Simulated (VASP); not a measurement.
Input of a VASP 6.6.1 run:

Contents of INCAR:

```
SYSTEM = Mg
PREC = Accurate ; ENCUT = 600
EDIFF = 1E-6 ; ISMEAR = -5
SIGMA = 0.05 ; LREAL = .FALSE.
LASPH = .TRUE. ; NELM = 120
ALGO = Normal ; ISIF = 2
LWAVE = .FALSE. ; LCHARG = .FALSE.
NBANDS = 7 ; GGA_COMPAT = .FALSE.
```

The input KPOINTS:

```
regular mesh
0
G
  10 10 10
  0 0 0
```

POSCAR

```
Mg
1.0
    0.0000000000      2.2442560000      2.2442560000
    2.2442560000      0.0000000000      2.2442560000
    2.2442560000      2.2442560000      0.0000000000
Mg
1
Direct
    0.0000000000      0.0000000000      0.0000000000
```

Potentials or basis: VASP PAW LDA potentials, release 64 (Mg).

Launch:

```bash
$ cat potpaw_LDA.64/Mg/POTCAR > POTCAR
$ mpirun -np 1 vasp_std > vasp.out
```

Q: What does it give for the pressure?

A: -2.0 GPa.

Q: What does it give for the band gap on the k mesh?

A: Zero (bands 1 and 2 overlap by 2.18 eV).

Caveat: tetrahedron occupations give inexact forces and stress in metals.
